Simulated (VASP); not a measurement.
Set up this calculation in VASP 6.6.1, as the native input.

| Item | Value |
| --- | --- |
| Task | relaxation of the atoms |
| Functional | PBE |
| Potentials or basis | VASP PAW PBE potentials, release 64 (Ge_d) |
| Cutoff | 520 eV |
| k mesh | 9 × 9 × 1, shifted |
| Occupations | fermi-dirac, width 0.02 eV |
| Spin | no spin polarisation |
| Dipole correction | yes |
| Further INCAR settings | ALGO = Normal; EDIFF = 1e-06; ISYM = 0; IBRION = 2; EDIFFG = -0.01; NSW = 60 |

The structure of Ge lies in POSCAR:

```
Ge
1.0
    4.0736070246      0.0000000000      0.0000000000
   -2.0368035123      3.5278471684      0.0000000000
    0.0000000000      0.0000000000     20.1576000000
Ge
4
Direct
    0.1666666665      0.3333333335      0.3968724510
    0.5000000005      0.9999999995      0.4381234709
    0.5000000005      0.9999999995      0.5618765296
    0.8333333335      0.6666666665      0.6031275490
```

One way to write it, as run:

INCAR

```
SYSTEM = Ge
PREC = Accurate
ENCUT = 520
EDIFF = 1E-6
ISMEAR = -1
SIGMA = 0.02
LREAL = .False.
LASPH = .True.
NELM = 100
ALGO = Normal
ISIF = 2
LWAVE = .False.
LCHARG = .False.
LDIPOL = .True.
IDIPOL = 3
DIPOL = 0.5 0.5 0.500
GGA = PE
IBRION = 2
NSW = 60
EDIFFG = -0.01
ISYM = 0
KPAR = 4
```

KPOINTS

```
Automatic mesh
0
Gamma
  9 9 1
  0.5 0.5 0
```

Potentials or basis: VASP PAW PBE potentials, release 64 (Ge_d).

Command:

```bash
$ cat potpaw_PBE.64/Ge_d/POTCAR > POTCAR
$ mpirun -np 4 vasp_std > vasp.out
```

Results of the run:

- Energy gained by relaxing: 15.8 meV/atom
- Ionic steps: 9
- Largest force after relaxing: 0.004 eV/Å
- Band gap on the k mesh: 0.07 eV

Run time: 21 min on 4 MPI ranks on Intel(R) Xeon(R) 6975P-C (Granite Rapids) (shared host), peak memory 1 GiB a rank.
